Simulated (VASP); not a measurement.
Input of a VASP 6.6.1 run:

INCAR

```
SYSTEM = AlN
PREC = Accurate
ENCUT = 520
EDIFF = 1E-6
ISMEAR = -1
SIGMA = 0.05
LREAL = .False.
LASPH = .True.
NELM = 80
ALGO = Normal
ISIF = 2
LWAVE = .False.
LCHARG = .False.
GGA = PS
NBANDS = 16
```

The input KPOINTS:

```
regular mesh
0
Gamma
  10 10 6
  0 0 0
```

File POSCAR:

```
AlN
1.0
    3.0338468140      0.0000000000      0.0000000000
   -1.5169234070      2.6273884121      0.0000000000
    0.0000000000      0.0000000000      4.8186818156
Al N
2 2
Direct
    0.6666666667      0.3333333333      0.4978710697
    0.3333333333      0.6666666667     -0.0021289303
    0.6666666667      0.3333333333      0.8821289303
    0.3333333333      0.6666666667      0.3821289303
```

Potentials or basis: VASP PAW PBE potentials, release 64 (Al, N).

The run is started by

```console
$ cat potpaw_PBE.64/Al/POTCAR potpaw_PBE.64/N/POTCAR > POTCAR
$ mpirun -np 1 vasp_std > vasp.out
```

(1) Predict the pressure.

(2) What does it give for the band gap on the k mesh?

## Answers

(1) 20.3 GPa.

(2) 4.82 eV, direct.

Caveat: the PAW data sets were made with another functional, which shifts forces and pressure a little.
